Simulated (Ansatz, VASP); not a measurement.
Two plane-wave programs on Pt

```
Pt
1.0
     0.00000    1.98578    1.98578
     1.98578    0.00000    1.98578
     1.98578    1.98578    0.00000
Pt
1
Direct
  0.00000 0.00000 0.00000
```

Alike in both runs: task single point; functional PBE; k mesh 14 × 14 × 14; occupations gaussian, width 0.6 eV; no spin polarisation.

|  | VASP | Ansatz |
| --- | --- | --- |
| version | VASP 6.6.1 | Ansatz 0.2.0 |
| potentials or method | VASP PAW PBE potentials, release 64 (Pt), cutoff 520 eV | plane waves (420 eV) with PAW, scalar-relativistic |
| valence electrons in the cell | 10 | 18 |

```tsv
	VASP	Ansatz	Ansatz less VASP
pressure (GPa)	0.8	1.2	+0.48
```

With one functional, cell and mesh, what is left measures potentials, basis and numerics. VASP's potentials hold 10 valence electrons a cell and Ansatz's 18, so a difference there can come from the potentials and not from the codes.

Spin-orbit coupling is off throughout.
